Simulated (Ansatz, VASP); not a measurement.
## One calculation of SnSe2, two programs

```
Sn Se
1.0
     3.81100    0.00000    0.00000
    -1.90550    3.30042    0.00000
     0.00000    0.00000    6.13700
Sn Se
1 2
Direct
  0.00000 0.00000 0.00000
  0.42113 0.73094 0.25000
  0.66667 0.33333 0.75000
```

Alike in both runs: task single point; functional PBEsol; k mesh 6 × 6 × 4; occupations gaussian, width 0.05 eV; no spin polarisation.

|  | VASP | Ansatz |
| --- | --- | --- |
| version | VASP 6.6.1 | Ansatz 0.2.0 |
| potentials or method | VASP PAW PBE potentials, release 64 (Sn_d, Se), cutoff 520 eV | scalar-relativistic, plane waves, PAW |
| valence electrons in the cell | 26 | 46 |

VASP gave:

* gap on the k mesh at the Fermi level (eV): 0.44
* least direct gap on the mesh (eV): 0.89
* pressure (GPa): 3.8
* traceless stress, the component that is largest in VASP (GPa): -3.77
* rms of the force components (eV/Å): 0.824

Estimate Ansatz's values.

gap on the k mesh at the Fermi level (eV): 0.44; least direct gap on the mesh (eV): 0.89; pressure (GPa): 3.7; traceless stress, the component that is largest in VASP (GPa): -3.76; rms of the force components (eV/Å): 0.818.

VASP's potentials were made for PBE, not for PBEsol. Atom by atom the forces differ by 0.011 eV/Å (rms over components). VASP's potentials hold 26 valence electrons a cell and Ansatz's 46, so a difference there can come from the potentials and not from the codes.
